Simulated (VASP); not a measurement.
Pt: single point with PBE

Crystal: Pt.

```
Pt
1.0
     2.85510    0.00000    0.00000
    -1.42755    2.47259    0.00000
     0.00000    0.00000    4.90090
Pt
2
Cartesian
  1.4276 0.8242 3.6757
  0.0000 1.6484 1.2252
```

```json
{
  "Program": "VASP 6.6.1",
  "Task": "single point",
  "Functional": "PBE",
  "Potentials or basis": "VASP PAW PBE potentials, release 64 (Pt)",
  "Cutoff": "520 eV",
  "k mesh": "18 × 18 × 10",
  "Occupations": "gaussian, width 0.15 eV",
  "Spin": "no spin polarisation"
}
```

```
Pressure               : -18.0 GPa
Band gap on the k mesh : zero (band 10 reaches 9.17 eV, above the bottom of band 11 at 8.10 eV)
```

Stress tensor (GPa, compression positive):
```
-18.87   0.00   0.00
  0.00 -18.87   0.00
  0.00   0.00 -16.13
```

Levels at points of the mesh, in eV from the Fermi level:
```csv
k point,band 6,band 7,band 8,band 9,band 10,band 11,band 12,band 13,band 14,band 15
"(0.00, 0.00, 0.00)",-2.61,-2.61,-1.60,-1.60,-0.24,-0.20,-0.20,4.26,15.16,15.84
"(0.50, 0.00, 0.00)",-2.48,-2.19,0.01,0.19,0.37,2.10,3.39,6.89,8.49,8.75
"(0.00, 0.00, 0.50)",-2.94,-2.94,-2.94,-0.70,-0.70,-0.70,-0.70,11.50,11.50,15.50
"(0.50, 0.00, 0.50)",-1.56,-0.65,-0.65,0.29,0.29,1.76,1.76,5.77,5.77,13.86
```

Wall time 50 s on 1 thread of Intel(R) Xeon(R) Platinum 8375C CPU @ 2.90GHz (Ice Lake), on a shared host, peak memory 0.24 GiB.

Caveat: spin-orbit coupling is left out, which moves the levels of the heavy elements.
